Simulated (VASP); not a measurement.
A run of VASP 6.6.1 is set up as follows.

POSCAR

```
ZnS
1.0
    0.0000000000      2.6468416657      2.6468416657
    2.6468416657      0.0000000000      2.6468416657
    2.6468416657      2.6468416657      0.0000000000
Zn S
1 1
Direct
    0.7500000000      0.7500000000      0.7500000000
    0.0000000000      0.0000000000      0.0000000000
```

File INCAR.step1:

```
PREC = Accurate
ENCUT = 520
EDIFF = 1E-5
ISMEAR = -1
SIGMA = 0.05
LREAL = F
LASPH = T
NELM = 60
ALGO = Normal
ISIF = 2
LWAVE = T
LCHARG = F
GGA = PE
NBANDS = 16
```

File INCAR.step2:

```
PREC = Accurate
ENCUT = 520
EDIFF = 1E-6
ISMEAR = -1
SIGMA = 0.05
LREAL = F
LASPH = T
NELM = 60
ALGO = Normal
ISIF = 2
LWAVE = F
LCHARG = F
METAGGA = R2SCAN
LHFCALC = T
AEXX = 0.5
LMIXTAU = T
PRECFOCK = Normal
ISTART = 1
NBANDS = 16
```

The input KPOINTS:

```
regular mesh
0
Gamma
  5 5 5
```

Potentials or basis: VASP PAW PBE potentials, release 64 (Zn, S).

Command:

```bash
$ cat potpaw_PBE.64/Zn/POTCAR potpaw_PBE.64/S/POTCAR > POTCAR
$ cp INCAR.step1 INCAR
$ mpirun -np 1 vasp_std > vasp.out
$ cp INCAR.step2 INCAR
$ mpirun -np 1 vasp_std > vasp.out
```

Task: Predict the band gap on the k mesh.

Result: 6.44 eV, direct.

Task: Estimate the pressure.

Result: 5.0 GPa.

Caveat: the PAW data sets were made with another functional, which shifts forces and pressure a little.
